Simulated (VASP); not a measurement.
# SiO2 (I-42d) in VASP: a series of runs, part 2 of 2

VASP 6.6.1. The steps go on from the part before.

## Step 5: Single point, r2SCAN (volume scaled by 1.03, then relaxed in part)

POSCAR reads:

```
SiO2
1.0
   -2.5065746679      2.5065746679      3.6665591494
    2.5065746679     -2.5065746679      3.6665591494
    2.5065746679      2.5065746679     -3.6665591494
Si O
2 4
Direct
    0.0000000000      0.0000000000      0.0000000000
    0.7500000000      0.2500000000      0.5000000000
    0.9620317898      0.6250000000      0.8370317898
    0.3750000000      0.2120317898      0.3370317898
    0.7879682102      0.1250000000      0.1629682102
    0.8750000000      0.0379682102      0.6629682102
```

INCAR.step1 reads:

```
ALGO = Normal
EDIFF = 1E-4
ENCUT = 520
GGA = PE
ISMEAR = 0
LASPH = T
LCHARG = F
LREAL = F
LWAVE = T
NBANDS = 25
NELM = 60
PREC = Accurate
SIGMA = 0.02
```

INCAR.step2 reads:

```
ALGO = Normal
EDIFF = 1E-6
ENCUT = 520
ISIF = 2
ISMEAR = 0
ISTART = 1
LASPH = T
LCHARG = F
LMIXTAU = T
LREAL = F
LWAVE = F
METAGGA = R2SCAN
NBANDS = 25
NELM = 60
PREC = Accurate
SIGMA = 0.02
```

KPOINTS reads:

```
k-points
0
Gamma
  8 8 8
```

Potentials or basis: VASP PAW PBE potentials, release 64 (Si, O).

Command:

```console
$ cat potpaw_PBE.64/Si/POTCAR potpaw_PBE.64/O/POTCAR > POTCAR
$ cp INCAR.step1 INCAR
$ mpirun -np 1 vasp_std > vasp.out
$ cp INCAR.step2 INCAR
$ mpirun -np 1 vasp_std > vasp.out
```

OUTCAR:

```text
EDIFF = 1E-6
   ENCUT = 520
   ISIF = 2
   ISMEAR = 0
   ISTART = 1
   LASPH = T
   LREAL = F
   METAGGA = R2SCAN
   NELM = 60
   PREC = Accurate

 ion  position               nearest neighbor table
   1  0.000  0.000  0.000-   3 1.61   4 1.61   5 1.61   6 1.61   2 3.11   2 3.11   2 3.11   2 3.11

   2  0.750  0.250  0.500-   3 1.61   4 1.61   5 1.61   6 1.61   1 3.11   1 3.11   1 3.11   1 3.11

   3  0.962  0.625  0.837-   1 1.61   2 1.61
   4  0.375  0.212  0.337-   1 1.61   2 1.61
   5  0.788  0.125  0.163-   1 1.61   2 1.61
   6  0.875  0.038  0.663-   1 1.61   2 1.61

  LATTYP: Found a body centered tetragonal cell.
 ALAT       =     5.0131493358
 C/A-ratio  =     1.4627767512

  Lattice vectors:

 A1 = (  -2.5065746679,   2.5065746679,   3.6665591494)
 A2 = (   2.5065746679,  -2.5065746679,   3.6665591494)
 A3 = (   2.5065746679,   2.5065746679,  -3.6665591494)

Analysis of symmetry for initial positions (statically):
=====================================================================
 Subroutine PRICEL returns:
 Original cell was already a primitive cell.

 Routine SETGRP: Setting up the symmetry group for a
 body centered tetragonal supercell.

 Subroutine GETGRP returns: Found  8 space group operations
 (whereof  4 operations were pure point group operations)
 out of a pool of 16 trial point group operations.

The static configuration has the point symmetry S_4 .
 The point group associated with its full space group is D_2d.

Analysis of symmetry for dynamics (positions and initial velocities):
=====================================================================
 Subroutine PRICEL returns:
 Original cell was already a primitive cell.

 Routine SETGRP: Setting up the symmetry group for a
 body centered tetragonal supercell.

 Subroutine GETGRP returns: Found  8 space group operations
 (whereof  4 operations were pure point group operations)
 out of a pool of 16 trial point group operations.

The dynamic configuration has the point symmetry S_4 .
 The point group associated with its full space group is D_2d.

 Subroutine INISYM returns: Found  8 space group operations
 (whereof  4 operations are pure point group operations),
 and found     1 'primitive' translations

----------------------------------------------------------------------------------------

                                     Primitive cell

  volume of cell :      92.1467

  direct lattice vectors                    reciprocal lattice vectors
    -2.506574668  2.506574668  3.666559149     0.000000000  0.199475406  0.136367635
     2.506574668 -2.506574668  3.666559149     0.199475406  0.000000000  0.136367635
     2.506574668  2.506574668 -3.666559149     0.199475406  0.199475406  0.000000000

  length of vectors
     5.099949914  5.099949914  5.099949914     0.241633130  0.241633130  0.282100825

  position of ions in fractional coordinates (direct lattice)
     0.000000000  0.000000000  0.000000000
     0.750000000  0.250000000  0.500000000
     0.962031790  0.625000000  0.837031790
     0.375000000  0.212031790  0.337031790
     0.787968210  0.125000000  0.162968210
     0.875000000  0.037968210  0.662968210

  ion indices of the primitive-cell ions
   primitive index   ion index
[... 35 lines left out ...]
  0.000000  0.000000  0.000000      1.000000
  0.125000  0.000000  0.000000      8.000000
  0.250000  0.000000  0.000000      8.000000
  0.375000  0.000000 -0.000000      8.000000
  0.500000  0.000000  0.000000      4.000000
  0.125000  0.125000  0.000000      8.000000
[... 16 lines left out ...]
  0.250000  0.125000  0.125000     16.000000
  0.375000  0.125000  0.125000      8.000000
 [... further k-points ...]
   k-points           NKPTS =     59   k-points in BZ     NKDIM =     59   number of bands    NBANDS=     25
   number of dos      NEDOS =    301   number of ions     NIONS =      6
   total plane-waves  NPLWV =  64000
   dimension x,y,z NGX =    40 NGY =   40 NGZ =   40
   dimension x,y,z NGXF=    80 NGYF=   80 NGZF=   80
   ions per type =               2   4
   NGX,Y,Z   is equivalent  to a cutoff of  13.04, 13.04, 13.04 a.u.
   NGXF,Y,Z  is equivalent  to a cutoff of  26.08, 26.08, 26.08 a.u.
 SYSTEM =  unknown system
   PREC   = accura    normal or accurate (medium, high low for compatibility)
   ISTART =      1    job   : 0-new  1-cont  2-samecut
   ICHARG =      0    charge: 1-file 2-atom 10-const
   ISPIN  =      1    spin polarized calculation?
   LNONCOLLINEAR =      F non collinear calculations
   LSORBIT =      F    spin-orbit coupling
   LASPH  =      T    aspherical Exc in radial PAW
   ENCUT  =  520.0 eV  38.22 Ry    6.18 a.u.   9.48  9.48  9.48*2*pi/ulx,y,z
   NELM   =     60;   NELMIN=  2; NELMDL=  0     # of ELM steps
   EDIFF  = 0.1E-05   stopping-criterion for ELM
   LREAL  =      F    real-space projection
   EDIFFG = 0.1E-04   stopping-criterion for IOM
   NSW    =      0    number of steps for IOM
   IBRION =     -1    ionic relax: 0-MD 1-quasi-New 2-CG
   NFREE  =      0    steps in history (QN), initial steepest desc. (CG)
   ISIF   =      2    stress and relaxation
   ISYM   =      2    0-nonsym 1-usesym 2-fastsym
   POTIM  = 0.5000    time-step for ionic-motion
   TEBEG  =    0.0;   TEEND  =   0.0 temperature during run
   PSTRESS=    0.0 pullay stress
   NELECT =      32.0000    total number of electrons
   NUPDOWN=      -1.0000    fix difference up-down
   EMIN   =  10.00;   EMAX   =-10.00  energy-range for DOS
   EFERMI =   0.00;   METHOD = LEGACY
   ISMEAR =     0;   SIGMA  =   0.02  broadening in eV -4-tet -1-fermi 0-gaus
   EFERMI_NEDOS =   21; number of points for ismear=-14 and -15
   IALGO  =     38    algorithm
   IMIX   =      4    mixing-type and parameters
     AMIX     =   0.40;   BMIX     =  1.00
     AMIX_MAG =   1.60;   BMIX_MAG =  1.00
  volume/ion in A,a.u.               =      15.36       103.64
  Fermi-wavevector in a.u.,A,eV,Ry     =   1.150707  2.174521 18.015842  1.324127
  Thomas-Fermi vector in A             =   2.287369
   LORBIT       =      0    0 simple, 1 ext, 2 COOP (PROOUT), +10 PAW based schemes
   METAGGA = R2SCAN    functional components
   LHFCALC =     F    Hartree Fock is set to
   AEXX    =    0.0000 exact exchange contribution
   IVDW    =     0    specifies the selected vdW correction
   LEPSILON=     F    determine dielectric tensor
   LRPA    =     F    only Hartree local field effects (RPA)
 non-spin polarized calculation
 Gauss-broadening in eV      SIGMA  =   0.02
  energy-cutoff  :      520.00
  volume of cell :       92.15
 maximum number of plane-waves:      2509
 NGX is ok and might be reduce to    40
   NGX = 19   NGY = 19   NGZ = 19

 number of electron      31.9999995 magnetization

 Free energy of the ion-electron system (eV)
  ---------------------------------------------------
  ext. energy  EPLUGINS =         0.00000000
  ---------------------------------------------------
  free energy    TOTEN  =       -59.58885840 eV

  energy without entropy =      -59.58885840  energy(sigma->0) =      -59.58885840

 E-fermi :  -0.8331     XC(G=0):  -8.4346

 val. band max:       -0.9882509919   @ k =   0.0000   0.0000   0.0000
 cond. band min:       5.4515294687   @ k =   0.0000   0.0000   0.0000
 fundamental gap:      6.4397804607
 Fermi energy:        -0.8331047396

 k-point     1 :       0.0000    0.0000    0.0000
  band No.  band energies     occupation
      1     -21.2105      2.00000
      2     -19.1868      2.00000
      3     -19.1868      2.00000
      4     -19.1369      2.00000
      5     -10.4516      2.00000
      6      -6.6719      2.00000
[... 661 lines left out ...]
     24      13.0828      0.00000
     25      13.3641      0.00000

 [... further k-points ...]

------------------------ aborting loop because EDIFF is reached ----------------------------------------

  FORCE on cell =-STRESS in cart. coord.  units (eV):
  Direction    XX          YY          ZZ          XY          YZ          ZX
  --------------------------------------------------------------------------------------
  -------------------------------------------------------------------------------------
  Total       -0.3140029     -0.3140029     -0.2798583      0.0000000      0.0000000      0.0000000
  in kB       -5.4596429     -5.4596429     -4.8659634      0.0000000      0.0000000      0.0000000
  external PRESSURE =      -5.2617497 kB  Pullay stress =       0.0000000 kB

 VOLUME and BASIS-vectors are now :
 -----------------------------------------------------------------------------
  energy-cutoff  :      520.00
  volume of cell :       92.15
      direct lattice vectors                 reciprocal lattice vectors
    -2.506574668  2.506574668  3.666559149     0.000000000  0.199475406  0.136367635
     2.506574668 -2.506574668  3.666559149     0.199475406  0.000000000  0.136367635
     2.506574668  2.506574668 -3.666559149     0.199475406  0.199475406  0.000000000

 POSITION                                       TOTAL-FORCE (eV/Angst)
 -----------------------------------------------------------------------------------
      0.00000      0.00000      0.00000        -0.000000      0.000000      0.000000
      0.00000      2.50657      1.83328         0.000000      0.000000      0.000000
      1.25329      2.94288      2.74992         0.000000     -0.003042      0.000000
      0.43630      1.25329      0.91664        -0.003042      0.000000      0.000000
     -1.25329      2.07027      2.74992         0.000000      0.003042     -0.000000
     -0.43630      3.75986      0.91664         0.003042      0.000000     -0.000000
 -----------------------------------------------------------------------------------
    total drift:                                0.000015      0.000015      0.000001

  FREE ENERGIE OF THE ION-ELECTRON SYSTEM (eV)
  ---------------------------------------------------
  free  energy   TOTEN  =       -59.5888584005 eV

  energy  without entropy=      -59.5888584005  energy(sigma->0) =      -59.58885840
```

It took 15 min on 1 thread of AMD EPYC 7R13, shared host; peak memory 0.28 GiB.

Results:

```yaml
Free_energy: -59.5889 eV
Pressure: -0.5 GPa
Largest_force: 0.003 eV/Å
Band_gap_on_the_k_mesh: 6.44 eV, direct
```

Forces on the atoms (eV/Å):
```
Si   0.000  0.000  0.000
Si   0.000  0.000  0.000
O    0.000 -0.003  0.000
O   -0.003  0.000  0.000
O    0.000  0.003  0.000
O    0.003  0.000  0.000
```

Caveat: the PAW data sets were made with another functional, which shifts forces and pressure a little. A k mesh can miss the band edges.

## Step 6: The runs side by side

```csv
cell,k mesh,smearing,gap on the mesh (eV),pressure (GPa)
"a = 5.060 Å, angles 121.5, 121.5, 87.5°, 6 atoms",6 × 6 × 6,gaussian 0.05 eV,6.56,0.2
"a = 5.140 Å, angles 120.8, 120.8, 88.6°, 6 atoms",8 × 8 × 8,gaussian 0.02 eV,6.33,-1.1
"a = 5.060 Å, angles 121.5, 121.5, 87.5°, 6 atoms",8 × 8 × 8,gaussian 0.02 eV,6.55,0.2
"a = 5.100 Å, angles 121.1, 121.1, 88.1°, 6 atoms",8 × 8 × 8,gaussian 0.02 eV,6.44,-0.5
```

Alike in all rows: task single point; level r2SCAN; potentials or basis VASP PAW PBE potentials, release 64 (Si, O); no spin polarisation; cutoff (eV) 520.

Caveats: the PAW data sets were made with another functional, which shifts forces and pressure a little.

Absolute energies hang on the potentials; compare differences alone.
